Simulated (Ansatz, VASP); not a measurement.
# One calculation of Al2O3, two programs

File INCAR:

```
SYSTEM = Al2O3
PREC = Accurate
ENCUT = 520
EDIFF = 1E-6
ISMEAR = 0
SIGMA = 0.05
LREAL = .False.
LASPH = .True.
NELM = 60
ALGO = Normal
ISIF = 2
LWAVE = .False.
LCHARG = .False.
GGA = PE
IVDW = 12
NBANDS = 20
```

File KPOINTS:

```
Automatic mesh
0
Gamma
  9 9 4
  0 0 0
```

The input POSCAR:

```
Al2O3
1.0
    2.8672039189      0.0000000000      0.0000000000
   -1.4336019595      2.4830714316      0.0000000000
    0.0000000000      0.0000000000      7.5151000000
Al O
2 3
Direct
    0.0000000000      0.0000000000      0.1907358529
    0.0000000000      0.0000000000      0.8092641471
    0.3333333333      0.6666666667      0.2840924954
    0.6666666667      0.3333333333      0.0000000000
    0.3333333333      0.6666666667      0.7159075046
```

Input for Ansatz:

```yaml
crystal:
  lattice:
    - [2.8672039189, 0.0, 0.0]
    - [-1.4336019595, 2.4830714316, 0.0]
    - [0.0, 0.0, 7.5151]
  atoms:
    - { symbol: Al, position: [0.0, 0.0, 0.1907358529] }
    - { symbol: Al, position: [0.0, 0.0, 0.8092641471] }
    - { symbol: O, position: [0.3333333333, 0.6666666667, 0.2840924954] }
    - { symbol: O, position: [0.6666666667, 0.3333333333, 0.0] }
    - { symbol: O, position: [0.3333333333, 0.6666666667, 0.7159075046] }
basis:
  ecutwfc: 520.0
kpoints:
  mp_grid: { grid: [9, 9, 4] }
hamiltonian:
  xc: pbe
  pseudopotentials: { kind: paw, azcp: { folder: soft_1 } }
  dispersion: d3bj
scf:
  occupations: { method: gaussian, width: 0.05 }
output:
  forces: true
  stress: true
  eigenvalues: true
```

Alike in both runs: task single point; functional PBE; dispersion D3(BJ); k mesh 9 × 9 × 4; occupations gaussian, width 0.05 eV; no spin polarisation.

|  | VASP | Ansatz |
| --- | --- | --- |
| version | VASP 6.6.1 | Ansatz 0.2.0 |
| potentials or method | VASP PAW PBE potentials, release 64 (Al, O), cutoff 520 eV | scalar-relativistic, plane waves, PAW |
| valence electrons in the cell | 24 | 24 |

Ansatz gave:

```
gap on the k mesh at the Fermi level (eV)                     : 4.60
least direct gap on the mesh (eV)                             : 4.72
pressure (GPa)                                                : -3.5
traceless stress, the component that is largest in VASP (GPa) : -4.53
rms of the force components (eV/Å)                            : 0.176
```

Task: What did VASP give for the same quantities?

Result: gap on the k mesh at the Fermi level (eV): 4.58; least direct gap on the mesh (eV): 4.70; pressure (GPa): -3.5; traceless stress, the component that is largest in VASP (GPa): -4.78; rms of the force components (eV/Å): 0.177.

Atom by atom the forces differ by 0.018 eV/Å (rms over components).
